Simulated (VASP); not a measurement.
Runs of VASP 6.6.1 on Nb. The structure is that of space group Fm-3m (No. 225), or close to it. The cells are those of the table. This isn't the form of Nb at room conditions, which is bcc.

```csv
cell,gap on the mesh (eV),pressure (GPa)
"a = 3.041 Å, angles 60.0°, 1 atom",none,-8.9
"a = 2.891 Å, angles 60.0°, 1 atom",none,17.9
"a = 2.953 Å, angles 60.0°, 1 atom",none,(a)
"a = 2.922 Å, angles 60.0°, 1 atom",none,11.0
"a = 2.858 Å, angles 60.0°, 1 atom",none,(b)
```

Alike in all rows: task single point; level PBE; potentials or basis VASP PAW PBE potentials, release 64 (Nb_sv); no spin polarisation; k mesh 18 × 18 × 18; cutoff (eV) 520; smearing gaussian 0.1 eV.

**Question.** Estimate the missing entries.

**Answer.** (a) 4.9; (b) 25.9.

Caveats: the cell stands under pressure (at least some runs); the cell stands under tension (at least some runs).

A k mesh can miss the band edges, and the runs leave out spin-orbit coupling on Nb.

A gap of «none» marks levels without a gap at the run's occupations.
